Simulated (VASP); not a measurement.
**AlRu: single point with PBEsol**

AlRu:

```
Al Ru
1.0
     2.99160    0.00000    0.00000
     0.00000    2.99160    0.00000
     0.00000    0.00000    2.99160
Al Ru
1 1
Direct
  0.00000 0.02925 0.00000
  0.50000 0.50000 0.50000
```

This cell differs from its parent crystal: all Al atoms moved +0.087 Å, as atom 1 along Cartesian [0 1 0].

```json
{
 "Program": "VASP 6.6.1",
 "Task": "single point",
 "Functional": "PBEsol",
 "Potentials or basis": "VASP PAW PBE potentials, release 64 (Al, Ru_pv)",
 "Cutoff": "520 eV",
 "k mesh": "16 × 16 × 16",
 "Occupations": "gaussian, width 0.15 eV",
 "Spin": "no spin polarisation"
}
```

```
Pressure               : -2.6 GPa
Largest force          : 0.670 eV/Å
Band gap on the k mesh : zero (an odd number of electrons rules out a gap without spin polarisation)
```

Forces in eV/Å, atoms in the order of the input:
```
Al   0.000 -0.670  0.000
Ru   0.000  0.670  0.000
```

Stress tensor (GPa, compression positive):
```
-2.36  0.00  0.00
 0.00 -2.96  0.00
 0.00  0.00 -2.36
```

Levels at points of the mesh, in eV from the Fermi level:
```csv
k point,band 5,band 6,band 7,band 8,band 9,band 10,band 11,band 12,band 13,band 14
"(0.00, 0.00, 0.00)",-3.62,-3.61,0.17,0.17,0.17,6.07,6.07,6.08,10.99,11.00
"(0.50, 0.00, 0.00)",-5.48,-2.81,-1.63,-1.61,0.43,2.26,7.44,11.01,11.03,12.46
"(0.00, 0.50, 0.00)",-5.45,-2.82,-1.61,-1.61,0.42,2.27,7.46,10.96,10.96,12.77
"(0.50, 0.50, 0.00)",-3.13,-1.38,-1.35,-1.19,-1.18,1.51,5.26,6.25,10.61,12.00
"(0.50, 0.00, 0.50)",-3.10,-1.47,-1.47,-1.07,-1.07,1.51,5.25,6.23,10.68,14.33
"(0.50, 0.50, 0.50)",-4.64,-4.64,1.60,1.61,2.58,4.07,4.07,4.10,8.57,8.57
```

Run time: 2.7 min on 1 thread of Intel Xeon 8259CL, with other jobs on the host, peak memory 0.28 GiB.

Caveat: the cell differs from its parent crystal (all Al atoms moved +0.087 Å, as atom 1 along Cartesian [0 1 0]); the PAW data sets were made with another functional, which shifts forces and pressure a little.
